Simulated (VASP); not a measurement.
Write the native input for VASP 6.6.1 that does the following.

- Task: single point
- Functional: PBE
- Potentials or basis: VASP PAW PBE potentials, release 64 (Ca_sv, Ge_d, N)
- Cutoff: 520 eV
- k mesh: 6 × 6 × 4
- Occupations: gaussian, width 0.1 eV
- Spin: no spin polarisation
- Dipole correction: no
- Further INCAR settings: ALGO = Normal; EDIFF = 1e-06; NBANDS = 34

The structure of Ca2Ge2N lies in POSCAR:

```
Ca2Ge2N
1.0
    3.7863621195      0.0000000000      0.0000000000
   -1.8931810598      3.2790857834      0.0000000000
    0.0000000000      0.0000000000      8.2948148772
Ca Ge N
2 2 1
Direct
    0.0000000000      0.0000000000      0.7384489738
    0.3333333333      0.6666666667      0.4471324826
    0.3333333333      0.6666666667      1.0223884468
    0.0000000000      0.0000000000      0.1632475066
    0.6666666667      0.3333333333      0.5927713002
```

The cell was built from a structure type or drawn by symmetry, and may not be a known phase.

The input as run:

INCAR

```
SYSTEM = Ca2Ge2N
PREC = Accurate
ENCUT = 520
EDIFF = 1E-6
ISMEAR = 0
SIGMA = 0.1
LREAL = .False.
LASPH = .True.
NELM = 100
ALGO = Normal
ISIF = 2
LWAVE = .False.
LCHARG = .False.
GGA = PE
NBANDS = 34
```

KPOINTS

```
Automatic mesh
0
Gamma
  6 6 4
  0 0 0
```

Potentials or basis: VASP PAW PBE potentials, release 64 (Ca_sv, Ge_d, N).

The run is started by

```bash
$ cat potpaw_PBE.64/Ca_sv/POTCAR potpaw_PBE.64/Ge_d/POTCAR potpaw_PBE.64/N/POTCAR > POTCAR
$ mpirun -np 1 vasp_std > vasp.out
```

Results of the run:

```
Pressure               : 0.1 GPa
Largest force          : 0.055 eV/Å
Band gap on the k mesh : zero (an odd number of electrons rules out a gap without spin polarisation)
```

Wall time 39 s on 1 thread of AMD EPYC 9R45 96-Core Processor (Zen 5), on a shared host, peak memory 0.23 GiB.
